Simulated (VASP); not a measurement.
Crystal: Pb.

```xyz
1
Lattice="-1.9650 1.9650 1.9650 1.9650 -1.9650 1.9650 1.9650 1.9650 -1.9650" Properties=species:S:1:pos:R:3 pbc="T T T"
Pb    0.0000    0.0000    0.0000
```

This isn't the form of Pb at room conditions, which is fcc.

| Property | Result |
| --- | --- |
| Program | VASP 6.6.1 |
| Task | relaxation of cell and atoms |
| Functional | LDA |
| Potentials or basis | VASP PAW LDA potentials, release 64 (Pb_d) |
| Cutoff | 500 eV |
| k mesh | 7 × 7 × 7 |
| Occupations | methfessel-paxton, width 0.05 eV |
| Spin | no spin polarisation |

At the start: pressure -2.8 GPa; volume 30.35 Å³/atom.

Problem. How do energy, volume and symmetry change on relaxing?

Solution. Over 3 steps the energy falls by 15.4 meV/atom and the volume is 28.67 Å³/atom (-5.5 %); space group Im-3m (No. 229, to 0.1 Å) before and after.

The path:
```
step  energy change (eV)  largest force (eV/Å)  pressure (GPa)  volume (Å³)
   1              0.0000                0.0000           -2.78        30.35
   2             -0.0133                0.0000            1.20        28.09
   3             -0.0154                0.0000            0.00        28.67
```

Final structure:
```cif
data_structure
_symmetry_space_group_name_H-M 'P 1'
_symmetry_Int_Tables_number 1
_cell_length_a 3.3395
_cell_length_b 3.3395
_cell_length_c 3.3395
_cell_angle_alpha 109.471
_cell_angle_beta 109.471
_cell_angle_gamma 109.471
_cell_volume 28.67
loop_
_atom_site_label
_atom_site_type_symbol
_atom_site_fract_x
_atom_site_fract_y
_atom_site_fract_z
_atom_site_occupancy
Pb1 Pb 0.00000 0.00000 0.00000 1
```
